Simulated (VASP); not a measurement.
Runs of VASP 6.6.1 on Re. The structure is that of space group P6/mmm (No. 191), or close to it. The cells are those of the table. This isn't the form of Re at room conditions, which is hcp.

| task | cell | k mesh | cutoff (eV) | gap on the mesh (eV) | pressure (GPa) |
| --- | --- | --- | --- | --- | --- |
| single point | a = 4.454, b = 4.454, c = 2.791 Å, angles 90.0, 90.0, 120.0°, 3 atoms | 9 × 9 × 13 | 520 | none | -13.1 |
| single point | a = 4.510, b = 4.510, c = 2.826 Å, angles 90.0, 90.0, 120.0°, 3 atoms | 9 × 9 × 13 | 520 | none | (b) |
| single point | a = 4.565, b = 4.565, c = 2.861 Å, angles 90.0, 90.0, 120.0°, 3 atoms | 9 × 9 × 13 | 520 | none | -30.5 |
| relaxation of cell and atoms | relaxed from a = 4.365, b = 4.365, c = 2.676 Å, angles 90.0, 90.0, 120.0°, 3 atoms | 8 × 8 × 12 | 600 | none | 0.0 |
| single point | a = 4.396, b = 4.396, c = 2.755 Å, angles 90.0, 90.0, 120.0°, 3 atoms | 8 × 8 × 12 | 520 | none | -0.9 |
| single point | a = 4.396, b = 4.396, c = 2.755 Å, angles 90.0, 90.0, 120.0°, 3 atoms | 9 × 9 × 13 | 520 | none | -0.9 |
| single point | a = 4.212, b = 4.212, c = 2.640 Å, angles 90.0, 90.0, 120.0°, 3 atoms | 9 × 9 × 13 | 520 | none | 56.8 |
| single point | a = 4.396, b = 4.396, c = 2.755 Å, angles 90.0, 90.0, 120.0°, 3 atoms | 11 × 11 × 15 | 520 | none | (a) |
| single point | a = 4.336, b = 4.336, c = 2.718 Å, angles 90.0, 90.0, 120.0°, 3 atoms | 9 × 9 × 13 | 520 | none | 14.3 |
| single point | a = 4.275, b = 4.275, c = 2.679 Å, angles 90.0, 90.0, 120.0°, 3 atoms | 9 × 9 × 13 | 520 | none | 33.2 |

Alike in all rows: level RPBE; potentials or basis VASP PAW PBE potentials, release 64 (Re); no spin polarisation; smearing fermi-dirac 0.1 eV.

Fill in the values left out.

(a) -1.0; (b) -22.8.

Caveats: the PAW data sets were made with another functional, which shifts forces and pressure a little; spin-orbit coupling is left out, which moves the levels of the heavy elements; the cell stands under tension (at least some runs); the cell stands under pressure (at least some runs); the highest band is partly filled, so the run has too few bands (at least some runs); the stress differs along the axes, from 53 to 59 GPa (at least some runs).

A k mesh can miss the band edges, and the runs leave out spin-orbit coupling on Re.

A gap of «none» marks levels without a gap at the run's occupations.
